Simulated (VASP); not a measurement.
MgS:

```xyz
2
Lattice="0.0000 2.5910 2.5910 2.5910 0.0000 2.5910 2.5910 2.5910 0.0000" Properties=species:S:1:pos:R:3 pbc="T T T"
Mg    0.0000    0.0000    0.0000
S     2.5910    2.5910    2.5910
```

Base run:

- Program: VASP 6.6.1
- Functional: PBEsol
- Potentials or basis: VASP PAW PBE potentials, release 64 (Mg, S)
- Cutoff: 520 eV
- k mesh: 8 × 8 × 8
- Occupations: fermi-dirac, width 0.05 eV
- Spin: no spin polarisation

Its results: band gap on the k mesh 2.73 eV, indirect (least direct gap 3.69 eV); pressure -0.2 GPa.

Q: The run is repeated on the same cell with these changes: functional from PBEsol to r2SCAN. What comes out?

A: Band gap on the k mesh 3.46 eV, indirect (least direct gap 4.72 eV); pressure 0.5 GPa.

r2SCAN gives the wider gap, since meta-GGAs in the generalised Kohn-Sham scheme recover part of the derivative discontinuity.

Caveats: the PAW data sets were made with another functional, which shifts forces and pressure a little.

A k mesh can miss the band edges.
